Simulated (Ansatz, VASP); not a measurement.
CoO, level by level in two programs

```
CELL_PARAMETERS angstrom
1.60222 0.92504 2.56647
-1.60222 0.92504 2.56647
0.00000 -1.85008 2.56647
ATOMIC_POSITIONS crystal
Co 0.99898 0.99898 0.99898
O 0.75102 0.75102 0.75102
```

Single points on this cell with VASP 6.6.1 and Ansatz 0.2.0. Each row is one pair of runs. Alike in all rows: Ansatz's potentials, cutoff: Ansatz PAW, 420 eV.

| level | spin | k mesh | smearing | VASP's potentials, cutoff | pressure (GPa), VASP | pressure (GPa), Ansatz | rms of the force components (eV/Å), VASP | rms of the force components (eV/Å), Ansatz | net moment per atom (μB), VASP | net moment per atom (μB), Ansatz |
| --- | --- | --- | --- | --- | --- | --- | --- | --- | --- | --- |
| PBE | collinear, typed start | 9 × 9 × 9 | fermi-dirac, width 0.05 eV | VASP PAW PBE potentials, release 64 (Co_sv, O), 600 eV | -15.7 | -13.7 | 0.111 | 0.112 | 0.25 | 0.25 |
| PBE | collinear, typed start | 10 × 10 × 10 | fermi-dirac, width 0.05 eV | VASP PAW PBE potentials, release 64 (Co, O), 520 eV | -0.3 | -0.1 | 0.152 | 0.150 | 1.37 | 1.38 |
| PBE | collinear, typed start | 10 × 10 × 10 | gaussian, width 0.011 eV | VASP PAW PBE potentials, release 64 (Co_sv, O), 600 eV | ? | 0.1 | ? | 0.164 | ? | 1.39 |
| PBE | off | 10 × 10 × 10 | fermi-dirac, width 0.05 eV | VASP PAW PBE potentials, release 64 (Co, O), 520 eV | -13.9 | -14.2 | 0.119 | 0.116 | - | - |
| PBE | collinear, zero start | 9 × 9 × 9 | fermi-dirac, width 0.05 eV | VASP PAW PBE potentials, release 64 (Co_sv, O), 600 eV | -15.7 | -14.1 | 0.115 | 0.115 | 0.00 | 0.00 |
| LDA | collinear, typed start | 10 × 10 × 10 | gaussian, width 0.1 eV | VASP PAW LDA potentials, release 64 (Co, O), 520 eV | -17.6 | -15.8 | 0.112 | 0.108 | 1.21 | 1.32 |

Fill in what VASP gave in row 3.

pressure (GPa): -1.9; rms of the force components (eV/Å): 0.161; net moment per atom (μB): 1.38.

VASP's potentials hold 15 valence electrons a cell and Ansatz's 23 in some rows, so a difference there can come from the potentials and not from the codes.

In some rows the two programs ended in different magnetic states.
